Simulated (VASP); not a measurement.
Input of a VASP 6.6.1 run:

INCAR

```
ALGO = Normal ; EDIFF = 1E-6
ENCUT = 500 ; GGA_COMPAT = F
ISIF = 2 ; ISMEAR = 0
ISPIN = 2 ; LASPH = T
LCHARG = T ; LDAU = T
LDAUJ = 0 0 ; LDAUL = 2 -1
LDAUPRINT = 1 ; LDAUTYPE = 2
LDAUU = 3 0 ; LELF = T
LMAXMIX = 4 ; LORBIT = 11
LREAL = F ; LVHAR = T
LWAVE = F ; MAGMOM = 1.63 -0.14
NBANDS = 20 ; NELM = 200
NUPDOWN = 1.5 ; PREC = Accurate
SIGMA = 0.05
```

Contents of KPOINTS:

```
k-points
0
Gamma
  5 5 5
```

POSCAR

```
TiTe
1.0
    3.6310931200      0.0000000000      0.0000000000
    0.0000000000      3.6310931200      0.0000000000
    0.0000000000      0.0000000000      3.6310931200
Ti Te
1 1
Direct
    0.0000000000      0.0000000000      0.0000000000
    0.5000000000      0.5000000000      0.5000000000
```

Potentials or basis: VASP PAW LDA potentials, release 64 (Ti_sv, Te).

The run is started by

```console
$ cat potpaw_LDA.64/Ti_sv/POTCAR potpaw_LDA.64/Te/POTCAR > POTCAR
$ mpirun -np 1 vasp_std > vasp.out
```

(1) Estimate the pressure.

Answers

(1) -11.1 GPa.

Caveat: the cell stands under tension; the total moment is fixed, so each spin has its own Fermi level and the state may be an excited one; the U is typed as a test and isn't derived for this compound.
